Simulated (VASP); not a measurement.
# LiF (F-43m) in VASP: a series of runs

Runs on LiF. Level: r2SCAN. Tasks: single point.

Everything below comes from runs of VASP 6.6.1. Logs are shortened: lines on timing, memory, paths and dates and some standing lists are left out, and cuts for length are marked.

**1. The cell of the first run**

The structure is cubic, space group F-43m (No. 216). Conventional cell: a = 4.289 Å, b = 4.289 Å, c = 4.289 Å, α = 90.00°, β = 90.00°, γ = 90.00°. Li (site symmetry -43m) has 4 F at 1.86 Å within 2.5 Å. Within 2.5 Å of F (site symmetry -43m) lie 4 Li at 1.86 Å.

**2. Single point, r2SCAN**

Input file POSCAR:

```
LiF
1.0
    0.0000000000      2.1446105498      2.1446105498
    2.1446105498      0.0000000000      2.1446105498
    2.1446105498      2.1446105498      0.0000000000
Li F
1 1
Direct
    0.0000000000      0.0000000000      0.0000000000
    0.2500000000      0.2500000000      0.2500000000
```

Input file INCAR.step1:

```
ALGO = Normal ; EDIFF = 1E-4
ENCUT = 520 ; GGA = PE
ISMEAR = 0 ; LASPH = T
LCHARG = F ; LREAL = F
LWAVE = T ; NBANDS = 12
NELM = 80 ; PREC = Accurate
SIGMA = 0.01
```

Input file INCAR.step2:

```
ALGO = Normal ; EDIFF = 1E-7
ENCUT = 520 ; ISIF = 2
ISMEAR = 0 ; ISTART = 1
LASPH = T ; LCHARG = T
LELF = T ; LMIXTAU = T
LREAL = F ; LVHAR = T
LWAVE = F ; METAGGA = R2SCAN
NBANDS = 12 ; NELM = 80
PREC = Accurate ; SIGMA = 0.01
```

Input file KPOINTS:

```
k-points
0
Gamma
  4 4 4
```

Potentials or basis: VASP PAW PBE potentials, release 64 (Li_sv, F).

Launch:

```
cat potpaw_PBE.64/Li_sv/POTCAR potpaw_PBE.64/F/POTCAR > POTCAR
cp INCAR.step1 INCAR
mpirun -np 1 vasp_std > vasp.out
cp INCAR.step2 INCAR
mpirun -np 1 vasp_std > vasp.out
```

OUTCAR:

```text
EDIFF = 1E-7
   ENCUT = 520
   ISIF = 2
   ISMEAR = 0
   ISTART = 1
   LASPH = T
   LREAL = F
   METAGGA = R2SCAN
   NELM = 80
   PREC = Accurate

 ion  position               nearest neighbor table
   1  0.000  0.000  0.000-   2 1.86   2 1.86   2 1.86   2 1.86
   2  0.250  0.250  0.250-   1 1.86   1 1.86   1 1.86   1 1.86

  LATTYP: Found a face centered cubic cell.
 ALAT       =     4.2892210996

  Lattice vectors:

 A1 = (   0.0000000000,   2.1446105498,   2.1446105498)
 A2 = (   2.1446105498,   0.0000000000,   2.1446105498)
 A3 = (   2.1446105498,   2.1446105498,   0.0000000000)

Analysis of symmetry for initial positions (statically):
=====================================================================
 Subroutine PRICEL returns:
 Original cell was already a primitive cell.

 Routine SETGRP: Setting up the symmetry group for a
 face centered cubic supercell.

 Subroutine GETGRP returns: Found 24 space group operations
 (whereof 24 operations were pure point group operations)
 out of a pool of 48 trial point group operations.

The static configuration has the point symmetry T_d .

Analysis of symmetry for dynamics (positions and initial velocities):
=====================================================================
 Subroutine PRICEL returns:
 Original cell was already a primitive cell.

 Routine SETGRP: Setting up the symmetry group for a
 face centered cubic supercell.

 Subroutine GETGRP returns: Found 24 space group operations
 (whereof 24 operations were pure point group operations)
 out of a pool of 48 trial point group operations.

The dynamic configuration has the point symmetry T_d .

 Subroutine INISYM returns: Found 24 space group operations
 (whereof 24 operations are pure point group operations),
 and found     1 'primitive' translations

----------------------------------------------------------------------------------------

                                     Primitive cell

  volume of cell :      19.7276

  direct lattice vectors                    reciprocal lattice vectors
     0.000000000  2.144610550  2.144610550    -0.233142563  0.233142563  0.233142563
     2.144610550  0.000000000  2.144610550     0.233142563 -0.233142563  0.233142563
     2.144610550  2.144610550  0.000000000     0.233142563  0.233142563 -0.233142563

  length of vectors
     3.032937326  3.032937326  3.032937326     0.403814764  0.403814764  0.403814764
[... 71 lines left out ...]
   ISYM   =      2    0-nonsym 1-usesym 2-fastsym
   POTIM  = 0.5000    time-step for ionic-motion
   TEBEG  =    0.0;   TEEND  =   0.0 temperature during run
   PSTRESS=    0.0 pullay stress
   NELECT =      10.0000    total number of electrons
   NUPDOWN=      -1.0000    fix difference up-down
   EMIN   =  10.00;   EMAX   =-10.00  energy-range for DOS
   EFERMI =   0.00;   METHOD = LEGACY
   ISMEAR =     0;   SIGMA  =   0.01  broadening in eV -4-tet -1-fermi 0-gaus
   EFERMI_NEDOS =   21; number of points for ismear=-14 and -15
   IALGO  =     38    algorithm
   IMIX   =      4    mixing-type and parameters
     AMIX     =   0.40;   BMIX     =  1.00
     AMIX_MAG =   1.60;   BMIX_MAG =  1.00
  volume/ion in A,a.u.               =       9.86        66.56
  Fermi-wavevector in a.u.,A,eV,Ry     =   1.305318  2.466694 23.182363  1.703856
  Thomas-Fermi vector in A             =   2.436195
   LORBIT       =      0    0 simple, 1 ext, 2 COOP (PROOUT), +10 PAW based schemes
   METAGGA = R2SCAN    functional components
   LHFCALC =     F    Hartree Fock is set to
   AEXX    =    0.0000 exact exchange contribution
   IVDW    =     0    specifies the selected vdW correction
   LEPSILON=     F    determine dielectric tensor
   LRPA    =     F    only Hartree local field effects (RPA)
 non-spin polarized calculation
 Gauss-broadening in eV      SIGMA  =   0.01
  energy-cutoff  :      520.00
  volume of cell :       19.73
 maximum number of plane-waves:       544
 NGX is ok and might be reduce to    24
   NGX = 11   NGY = 11   NGZ = 11

 number of electron       9.9999987 magnetization

 Free energy of the ion-electron system (eV)
  ---------------------------------------------------
  ext. energy  EPLUGINS =         0.00000000
  ---------------------------------------------------
  free energy    TOTEN  =       -11.80590784 eV

  energy without entropy =      -11.80590784  energy(sigma->0) =      -11.80590784

 E-fermi :  -3.0827     XC(G=0):  -9.3893

 val. band max:       -3.1572304713   @ k =   0.0000   0.0000   0.0000
 cond. band min:       5.6018997149   @ k =   0.0000   0.0000   0.0000
 fundamental gap:      8.7591301862
 Fermi energy:        -3.0826558513

 k-point     1 :       0.0000    0.0000    0.0000
  band No.  band energies     occupation
      1     -44.6104      2.00000
      2     -23.6123      2.00000
      3      -3.1572      2.00000
      4      -3.1572      2.00000
      5      -3.1572      2.00000
      6       5.6019      0.00000
      7      17.9058      0.00000
      8      17.9058      0.00000
      9      17.9064      0.00000
     10      26.1263      0.00000
     11      26.1263      0.00000
     12      26.1264      0.00000
[... 91 lines left out ...]
 k-point     8 :      -0.2500    0.5000    0.2500
  band No.  band energies     occupation
      1     -44.5587      2.00000
      2     -23.3930      2.00000
      3      -4.6153      2.00000
      4      -4.1186      2.00000
      5      -3.8909      2.00000
      6       9.7147      0.00000
      7      13.4857      0.00000
      8      14.9144      0.00000
      9      18.7135      0.00000
     10      21.6095      0.00000
     11      27.3491      0.00000
     12      28.7885      0.00000

------------------------ aborting loop because EDIFF is reached ----------------------------------------

  FORCE on cell =-STRESS in cart. coord.  units (eV):
  Direction    XX          YY          ZZ          XY          YZ          ZX
  --------------------------------------------------------------------------------------
  -------------------------------------------------------------------------------------
  Total       -0.0352938     -0.0352938     -0.0352938     -0.0000000      0.0000000     -0.0000000
  in kB       -2.8663786     -2.8663786     -2.8663786     -0.0000000      0.0000000     -0.0000000
  external PRESSURE =      -2.8663786 kB  Pullay stress =       0.0000000 kB

 VOLUME and BASIS-vectors are now :
 -----------------------------------------------------------------------------
  energy-cutoff  :      520.00
  volume of cell :       19.73
      direct lattice vectors                 reciprocal lattice vectors
     0.000000000  2.144610550  2.144610550    -0.233142563  0.233142563  0.233142563
     2.144610550  0.000000000  2.144610550     0.233142563 -0.233142563  0.233142563
     2.144610550  2.144610550  0.000000000     0.233142563  0.233142563 -0.233142563

 POSITION                                       TOTAL-FORCE (eV/Angst)
 -----------------------------------------------------------------------------------
      0.00000      0.00000      0.00000         0.000000      0.000000      0.000000
      1.07231      1.07231      1.07231        -0.000000     -0.000000     -0.000000
 -----------------------------------------------------------------------------------
    total drift:                                0.000000      0.000000     -0.000000

  FREE ENERGIE OF THE ION-ELECTRON SYSTEM (eV)
  ---------------------------------------------------
  free  energy   TOTEN  =       -11.8059078386 eV

  energy  without entropy=      -11.8059078386  energy(sigma->0) =      -11.80590784
```

OSZICAR.step1:

```text
N       E                     dE             d eps       ncg     rms          rms(c)
DAV:   1     0.330172911810E+02    0.33017E+02   -0.57202E+03   192   0.873E+02
DAV:   2    -0.883906774143E+01   -0.41856E+02   -0.40836E+02   240   0.181E+02
DAV:   3    -0.103161461951E+02   -0.14771E+01   -0.14739E+01   256   0.302E+01
DAV:   4    -0.103287188434E+02   -0.12573E-01   -0.12571E-01   228   0.311E+00
DAV:   5    -0.103288530215E+02   -0.13418E-03   -0.13418E-03   236   0.251E-01    0.522E+00
DAV:   6    -0.958694954077E+01    0.74190E+00   -0.35084E+00   204   0.115E+01    0.163E+00
DAV:   7    -0.959778473657E+01   -0.10835E-01   -0.21470E-02   216   0.135E+00    0.101E+00
DAV:   8    -0.961686255229E+01   -0.19078E-01   -0.26071E-02   228   0.155E+00    0.171E-01
DAV:   9    -0.961689990737E+01   -0.37355E-04   -0.12186E-03   240   0.287E-01    0.632E-02
DAV:  10    -0.961727791244E+01   -0.37801E-03   -0.54605E-04   208   0.150E-01    0.159E-02
DAV:  11    -0.961727778178E+01    0.13065E-06   -0.49585E-06   164   0.210E-02
   1 F= -.96172778E+01 E0= -.96172778E+01  d E =-.564881E-17
```

Run time: 12 s. Hardware: 1 thread of Intel Xeon Platinum 8488C (Sapphire Rapids), shared host; peak memory 0.13 GiB.

Results:

- Free energy: -11.8059 eV
- Band gap on the k mesh: 8.76 eV, direct

Caveat: the k points lie up to 0.63 Å⁻¹ apart; the cutoff is under 1.25 times the usual one of these potentials, so pressure, stress and relaxed cells hold a basis-set (Pulay) error; the PAW data sets were made with another functional, which shifts forces and pressure a little. r2SCAN opens gaps a little over a GGA but as a rule still falls short of measured ones.

**3. Single point, r2SCAN**

POSCAR is that of step 2.

Input file INCAR.step1:

```
SYSTEM = LiF
  PREC = Accurate
  ENCUT = 520
  ISMEAR = 0
  SIGMA = 0.01
  LREAL = .False.
  LASPH = .True.
  NELM = 80
  NBANDS = 12
  GGA = PE
  ALGO = Normal
  EDIFF = 1E-4
  LWAVE = .True.
  LCHARG = .False.
```

Input file INCAR.step2:

```
SYSTEM = LiF
  PREC = Accurate
  ENCUT = 520
  EDIFF = 1E-6
  ISMEAR = 0
  SIGMA = 0.01
  LREAL = .False.
  LASPH = .True.
  NELM = 80
  ALGO = Normal
  ISIF = 2
  LWAVE = .False.
  LCHARG = .True.
  METAGGA = R2SCAN
  LMIXTAU = .True.
  LELF = .True.
  LVHAR = .True.
  NBANDS = 12
  ISTART = 1
```

Input file KPOINTS:

```
regular mesh
0
Gamma
  8 8 8
  0 0 0
```

Potentials or basis: VASP PAW PBE potentials, release 64 (Li_sv, F).

Launch:

```
cat potpaw_PBE.64/Li_sv/POTCAR potpaw_PBE.64/F/POTCAR > POTCAR
cp INCAR.step1 INCAR
mpirun -np 1 vasp_std > vasp.out
cp INCAR.step2 INCAR
mpirun -np 1 vasp_std > vasp.out
```

Run time: 19 s. Hardware: 1 thread of Intel Xeon Platinum 8488C (Sapphire Rapids), shared host; peak memory 0.13 GiB.

Results (log left out):

| Item | Value |
| --- | --- |
| Free energy | -11.8062 eV |
| Band gap on the k mesh | 8.76 eV, direct |

Levels at points of the mesh, in eV from the valence-band top:
| k point | band 3 | band 4 | band 5 | band 6 | band 7 | band 8 |
| --- | --- | --- | --- | --- | --- | --- |
| (0.00, 0.00, 0.00) | 0.00 | 0.00 | 0.00 | 8.76 | 21.06 | 21.06 |
| (0.50, 0.00, 0.00) | -1.97 | -0.26 | -0.26 | 12.86 | 16.05 | 20.49 |
| (0.50, 0.50, 0.00) | -1.38 | -0.80 | -0.80 | 11.36 | 17.00 | 20.99 |

Caveat: the cutoff is under 1.25 times the usual one of these potentials, so pressure, stress and relaxed cells hold a basis-set (Pulay) error; the PAW data sets were made with another functional, which shifts forces and pressure a little. r2SCAN opens gaps a little over a GGA but as a rule still falls short of measured ones.
